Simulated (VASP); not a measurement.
# PbS (P1) in VASP: single point with PBEsol

Aim: the single point of PbS with PBEsol.

Program: VASP 6.6.1. These are calculated values, not measurements. Logs are shortened: lines on timing, memory, paths and dates and some standing lists are left out, and cuts for length are marked.

## (1) The cell of the first run

The typed cell holds 4 atoms: a = 6.429 Å, b = 6.421 Å, c = 4.367 Å, α = 89.95°, β = 90.14°, γ = 142.13°.

## (2) Single point, PBEsol (atoms moved at random and the cell strained at random)

INCAR reads:

```
PREC = Accurate ; ENCUT = 520
EDIFF = 1E-7 ; ISMEAR = 0
SIGMA = 0.02 ; LREAL = False
LASPH = True ; NELM = 100
ALGO = Normal ; ISIF = 2
LWAVE = False ; LCHARG = False
GGA = PS ; NBANDS = 28
```

KPOINTS reads:

```
Automatic mesh
0
Gamma
  8 8 6
```

POSCAR reads:

```
PbS
1.0
    2.0911547307     -6.0791355610     -0.0078281974
    2.0786928332      6.0748092594      0.0028363110
   -0.0051351851      0.0038085956      4.3669614329
Pb S
2 2
Direct
    0.8155753024      0.0835185566      0.7642639453
    0.2070194298      0.9286326937      0.2355280777
    0.6601765611      0.3982670757      0.7691081719
    0.3172278721      0.5895825085      0.2310998051
```

Potentials or basis: VASP PAW PBE potentials, release 64 (Pb_d, S).

Started as:

```console
$ cat potpaw_PBE.64/Pb_d/POTCAR potpaw_PBE.64/S/POTCAR > POTCAR
$ mpirun -np 1 vasp_std > vasp.out
```

OUTCAR:

```text
PREC = Accurate
   ENCUT = 520
   EDIFF = 1E-7
   ISMEAR = 0
   LREAL = False
   LASPH = True
   NELM = 100
   ISIF = 2
   GGA = PS

 ion  position               nearest neighbor table
   1  0.816  0.084  0.764-   3 2.88   4 2.91   4 2.92   4 3.11   4 3.14   2 3.80   2 3.93   2 3.93
                             2 4.08
   2  0.207  0.929  0.236-   4 2.77   3 2.81   3 3.02   3 3.03   3 3.24   1 3.80   1 3.93   1 3.93
                             1 4.08
   3  0.660  0.398  0.769-   2 2.81   1 2.88   2 3.02   2 3.03   2 3.24
   4  0.317  0.590  0.231-   2 2.77   1 2.91   1 2.92   1 3.11   1 3.14

  LATTYP: Found a triclinic cell.
 ALAT       =     7.7681637901
 B/A-ratio  =     1.8956679926
 C/A-ratio  =     0.5621619511
 COS(alpha) =     0.0001005697
 COS(beta)  =     0.5628944292
 COS(gamma) =     0.7963481329

  Lattice vectors:

 A1 = (  -2.0735576481,  -6.0786178550,  -4.3697977439)
 A2 = (  -8.3272332303, -12.1452922172,  -0.0006807356)
 A3 = (   0.0051351851,  -0.0038085956,  -4.3669614329)

Analysis of symmetry for initial positions (statically):
=====================================================================
 Subroutine PRICEL returns:
 Original cell was already a primitive cell.

 Routine SETGRP: Setting up the symmetry group for a
 triclinic supercell.

 Subroutine GETGRP returns: Found  1 space group operations
 (whereof  1 operations were pure point group operations)
 out of a pool of  2 trial point group operations.

The static configuration has the point symmetry C_1 .

Analysis of symmetry for dynamics (positions and initial velocities):
=====================================================================
 Subroutine PRICEL returns:
 Original cell was already a primitive cell.

 Routine SETGRP: Setting up the symmetry group for a
 triclinic supercell.

 Subroutine GETGRP returns: Found  1 space group operations
 (whereof  1 operations were pure point group operations)
 out of a pool of  2 trial point group operations.

The dynamic configuration has the point symmetry C_1 .

 Subroutine INISYM returns: Found  1 space group operations
 (whereof  1 operations are pure point group operations),
 and found     1 'primitive' translations

----------------------------------------------------------------------------------------

                                     Primitive cell

  volume of cell :     110.6587

  direct lattice vectors                    reciprocal lattice vectors
     2.091154731 -6.079135561 -0.007828197     0.239732233 -0.082032317  0.000353449
     2.078692833  6.074809259  0.002836311     0.239902792  0.082523610  0.000210134
    -0.005135185  0.003808596  4.366961433     0.000273928 -0.000200649  0.228992673

  length of vectors
     6.428754044  6.420613637  4.366966113     0.253379102  0.253699704  0.228992925

  position of ions in fractional coordinates (direct lattice)
     0.815575302  0.083518557  0.764263945
     0.207019430  0.928632694  0.235528078
     0.660176561  0.398267076  0.769108172
     0.317227872  0.589582509  0.231099805

  ion indices of the primitive-cell ions
   primitive index   ion index
                 1           1
                 2           2
                 3           3
                 4           4

----------------------------------------------------------------------------------------

 KPOINTS: Automatic mesh

Automatic generation of k-mesh.
 Grid dimensions read from file:
 generate k-points for:    8    8    6

 Generating k-lattice:

  Cartesian coordinates                     Fractional coordinates (reciprocal lattice)
     0.029966529 -0.010254040  0.000044181     0.125000000 -0.000000000  0.000000000
     0.029987849  0.010315451  0.000026267    -0.000000000  0.125000000  0.000000000
     0.000045655 -0.000033442  0.038165445     0.000000000 -0.000000000  0.166666667

  Length of vectors
     0.031672388  0.031712463  0.038165487

  Shift w.r.t. Gamma in fractional coordinates (k-lattice)
     0.000000000  0.000000000  0.000000000

 Subroutine IBZKPT returns following result:
 ===========================================

 Found    196 irreducible k-points:

 Following reciprocal coordinates:
            Coordinates               Weight
  0.000000  0.000000  0.000000      1.000000
  0.125000  0.000000  0.000000      2.000000
  0.250000  0.000000  0.000000      2.000000
  0.375000 -0.000000  0.000000      2.000000
  0.500000  0.000000  0.000000      1.000000
 -0.000000  0.125000  0.000000      2.000000
[... 16 lines left out ...]
  0.125000  0.375000 -0.000000      2.000000
  0.250000  0.375000  0.000000      2.000000
 [... further k-points ...]
   k-points           NKPTS =    196   k-points in BZ     NKDIM =    196   number of bands    NBANDS=     28
   number of dos      NEDOS =    301   number of ions     NIONS =      4
   total plane-waves  NPLWV =  73728
   dimension x,y,z NGX =    48 NGY =   48 NGZ =   32
   dimension x,y,z NGXF=    96 NGYF=   96 NGZF=   64
   ions per type =               2   2
   NGX,Y,Z   is equivalent  to a cutoff of  12.41, 12.43, 12.18 a.u.
   NGXF,Y,Z  is equivalent  to a cutoff of  24.83, 24.86, 24.36 a.u.
 SYSTEM =  unknown system
   PREC   = accura    normal or accurate (medium, high low for compatibility)
   ISTART =      0    job   : 0-new  1-cont  2-samecut
   ICHARG =      2    charge: 1-file 2-atom 10-const
   ISPIN  =      1    spin polarized calculation?
   LNONCOLLINEAR =      F non collinear calculations
   LSORBIT =      F    spin-orbit coupling
   LASPH  =      T    aspherical Exc in radial PAW
   ENCUT  =  520.0 eV  38.22 Ry    6.18 a.u.  11.95 11.94  8.12*2*pi/ulx,y,z
   NELM   =    100;   NELMIN=  2; NELMDL= -5     # of ELM steps
   EDIFF  = 0.1E-06   stopping-criterion for ELM
   LREAL  =      F    real-space projection
   EDIFFG = 0.1E-05   stopping-criterion for IOM
   NSW    =      0    number of steps for IOM
   IBRION =     -1    ionic relax: 0-MD 1-quasi-New 2-CG
   NFREE  =      0    steps in history (QN), initial steepest desc. (CG)
   ISIF   =      2    stress and relaxation
   ISYM   =      2    0-nonsym 1-usesym 2-fastsym
   POTIM  = 0.5000    time-step for ionic-motion
   TEBEG  =    0.0;   TEEND  =   0.0 temperature during run
   PSTRESS=    0.0 pullay stress
   NELECT =      40.0000    total number of electrons
   NUPDOWN=      -1.0000    fix difference up-down
   EMIN   =  10.00;   EMAX   =-10.00  energy-range for DOS
   EFERMI =   0.00;   METHOD = LEGACY
   ISMEAR =     0;   SIGMA  =   0.02  broadening in eV -4-tet -1-fermi 0-gaus
   EFERMI_NEDOS =   21; number of points for ismear=-14 and -15
   IALGO  =     38    algorithm
   IMIX   =      4    mixing-type and parameters
     AMIX     =   0.40;   BMIX     =  1.00
     AMIX_MAG =   1.60;   BMIX_MAG =  1.00
  volume/ion in A,a.u.               =      27.66       186.69
  Fermi-wavevector in a.u.,A,eV,Ry     =   1.166182  2.203765 18.503660  1.359981
  Thomas-Fermi vector in A             =   2.302698
   LORBIT       =      0    0 simple, 1 ext, 2 COOP (PROOUT), +10 PAW based schemes
   GGA     = PS    functional components
   LHFCALC =     F    Hartree Fock is set to
   AEXX    =    0.0000 exact exchange contribution
   IVDW    =     0    specifies the selected vdW correction
   LEPSILON=     F    determine dielectric tensor
   LRPA    =     F    only Hartree local field effects (RPA)
 non-spin polarized calculation
 Gauss-broadening in eV      SIGMA  =   0.02
  energy-cutoff  :      520.00
  volume of cell :      110.66
 maximum number of plane-waves:      3005
   NGX = 23   NGY = 23   NGZ = 17

 number of electron      39.9999996 magnetization

 Free energy of the ion-electron system (eV)
  ---------------------------------------------------
  ext. energy  EPLUGINS =         0.00000000
  ---------------------------------------------------
  free energy    TOTEN  =       -18.51991588 eV

  energy without entropy =      -18.51991588  energy(sigma->0) =      -18.51991588

 E-fermi :   4.7358     XC(G=0):  -9.6161

 val. band max:        4.6174780897   @ k =  -0.0000   0.0000   0.5000
 cond. band min:       5.3790758197   @ k =   0.2500   0.2500   0.0000
 fundamental gap:      0.7615977300
 Fermi energy:         4.7357707822

 k-point     1 :       0.0000    0.0000    0.0000
  band No.  band energies     occupation
      1     -11.9272      2.00000
      2     -11.8729      2.00000
      3     -11.8651      2.00000
      4     -11.8358      2.00000
      5     -11.8181      2.00000
      6     -11.7396      2.00000
[... 20 lines left out ...]
     27      10.6332      0.00000
     28      11.1929      0.00000

 k-point     2 :       0.1250    0.0000    0.0000
  band No.  band energies     occupation
      1     -11.9203      2.00000
      2     -11.8695      2.00000
      3     -11.8632      2.00000
      4     -11.8363      2.00000
      5     -11.8214      2.00000
      6     -11.7365      2.00000
[... 20 lines left out ...]
     27      10.5030      0.00000
     28      11.4947      0.00000

 k-point     3 :       0.2500    0.0000    0.0000
  band No.  band energies     occupation
      1     -11.9044      2.00000
      2     -11.8675      2.00000
      3     -11.8568      2.00000
      4     -11.8349      2.00000
      5     -11.8275      2.00000
      6     -11.7309      2.00000
[... 20 lines left out ...]
     27      11.4602      0.00000
     28      12.1565      0.00000

 k-point     4 :       0.3750   -0.0000    0.0000
  band No.  band energies     occupation
      1     -11.8893      2.00000
      2     -11.8711      2.00000
      3     -11.8545      2.00000
      4     -11.8331      2.00000
      5     -11.8236      2.00000
      6     -11.7275      2.00000
[... 20 lines left out ...]
     27      12.2092      0.00000
     28      12.8613      0.00000

 k-point     5 :       0.5000    0.0000    0.0000
  band No.  band energies     occupation
      1     -11.8821      2.00000
      2     -11.8751      2.00000
      3     -11.8548      2.00000
      4     -11.8331      2.00000
      5     -11.8183      2.00000
      6     -11.7265      2.00000
[... 20 lines left out ...]
     27      12.3921      0.00000
     28      13.2684      0.00000

 k-point     6 :      -0.0000    0.1250    0.0000
  band No.  band energies     occupation
      1     -11.9198      2.00000
      2     -11.8708      2.00000
      3     -11.8639      2.00000
      4     -11.8366      2.00000
      5     -11.8213      2.00000
      6     -11.7361      2.00000
[... 463 lines left out ...]
      5     -11.8209      2.00000
      6     -11.7360      2.00000
[... 20 lines left out ...]
     27      10.4813      0.00000
     28      11.5844      0.00000

 k-point    22 :      -0.0000    0.3750    0.0000
  band No.  band energies     occupation
      1     -11.8895      2.00000
      2     -11.8781      2.00000
      3     -11.8535      2.00000
      4     -11.8363      2.00000
      5     -11.8264      2.00000
      6     -11.7242      2.00000
[... 20 lines left out ...]
     27      12.6380      0.00000
     28      12.8074      0.00000

 k-point    23 :       0.1250    0.3750   -0.0000
  band No.  band energies     occupation
      1     -11.8839      2.00000
      2     -11.8804      2.00000
      3     -11.8533      2.00000
      4     -11.8373      2.00000
      5     -11.8214      2.00000
      6     -11.7231      2.00000
[... 20 lines left out ...]
     27      12.6630      0.00000
     28      13.1828      0.00000

 k-point    24 :       0.2500    0.3750    0.0000
  band No.  band energies     occupation
      1     -11.8872      2.00000
      2     -11.8749      2.00000
      3     -11.8540      2.00000
      4     -11.8341      2.00000
      5     -11.8248      2.00000
      6     -11.7255      2.00000
[... 20 lines left out ...]
     27      12.2523      0.00000
     28      13.2060      0.00000

 [... further k-points ...]

------------------------ aborting loop because EDIFF is reached ----------------------------------------

  FORCE on cell =-STRESS in cart. coord.  units (eV):
  Direction    XX          YY          ZZ          XY          YZ          ZX
  --------------------------------------------------------------------------------------
  -------------------------------------------------------------------------------------
  Total       -2.2178163     -2.6082589     -2.0139548     -1.5249594     -0.2075310     -0.1718223
  in kB      -32.1107731    -37.7638167    -29.1591527    -22.0792075     -3.0047491     -2.4877387
  external PRESSURE =     -33.0112475 kB  Pullay stress =       0.0000000 kB

 VOLUME and BASIS-vectors are now :
 -----------------------------------------------------------------------------
  energy-cutoff  :      520.00
  volume of cell :      110.66
      direct lattice vectors                 reciprocal lattice vectors
     2.091154731 -6.079135561 -0.007828197     0.239732233 -0.082032317  0.000353449
     2.078692833  6.074809259  0.002836311     0.239902792  0.082523610  0.000210134
    -0.005135185  0.003808596  4.366961433     0.000273928 -0.000200649  0.228992673

 POSITION                                       TOTAL-FORCE (eV/Angst)
 -----------------------------------------------------------------------------------
      1.87518     -4.44772      3.33136         0.143089      0.211765     -0.023259
      2.36204      4.38366      1.02956        -0.236437      0.112402      0.079638
      2.20446     -1.59098      3.35463        -0.195415     -0.567157     -0.132466
      1.88775      1.65401      1.00839         0.288763      0.242990      0.076087
 -----------------------------------------------------------------------------------
    total drift:                               -0.000004      0.000037     -0.000016

  FREE ENERGIE OF THE ION-ELECTRON SYSTEM (eV)
  ---------------------------------------------------
  free  energy   TOTEN  =       -18.5199158777 eV

  energy  without entropy=      -18.5199158777  energy(sigma->0) =      -18.51991588
```

It took 4 min on 1 thread of Intel Xeon 6975P-C (Granite Rapids), shared host; peak memory 0.61 GiB.

Results:

```
Free energy            : -18.5199 eV
Pressure               : -3.3 GPa
Largest force          : 0.614 eV/Å
Band gap on the k mesh : 0.76 eV, indirect (least direct gap 0.92 eV)
```

Forces in eV/Å, atoms in the order of the input:
```
Pb   0.143  0.212 -0.023
Pb  -0.236  0.112  0.080
S   -0.195 -0.567 -0.132
S    0.289  0.243  0.076
```

Levels at points of the mesh, in eV from the valence-band top:
```tsv
k point	band 16	band 17	band 18	band 19	band 20	band 21	band 22	band 23	band 24	band 25
(0.00, 0.00, 0.00)	-3.01	-2.30	-1.98	-1.67	-0.66	3.76	4.27	4.93	5.13	5.29
(0.50, 0.00, 0.00)	-2.19	-1.58	-1.35	-0.56	-0.37	1.27	1.63	2.27	2.69	2.89
(0.00, 0.50, 0.00)	-1.78	-1.56	-1.34	-0.69	-0.07	1.13	1.31	1.80	1.98	3.00
(0.50, 0.50, 0.00)	-2.53	-2.14	-1.84	-1.51	-1.05	1.47	3.66	3.98	4.90	5.39
(0.00, 0.00, 0.50)	-2.55	-1.33	-1.15	-0.21	0.00	1.47	1.67	2.47	2.71	4.08
(0.50, 0.00, 0.50)	-4.33	-3.44	-3.35	-1.57	-1.45	3.44	3.97	4.85	5.05	5.54
(0.00, 0.50, 0.50)	-3.97	-3.21	-3.18	-1.50	-1.34	2.26	2.59	5.13	5.22	5.40
(0.50, 0.50, 0.50)	-1.41	-1.28	-1.06	-0.43	-0.16	0.87	1.03	2.62	3.04	3.26
```

Caveat: the cell differs from its parent crystal (atoms moved at random and the cell strained at random); the PAW data sets were made with another functional, which shifts forces and pressure a little; spin-orbit coupling is left out, which moves the levels of the heavy elements. A k mesh can miss the band edges.
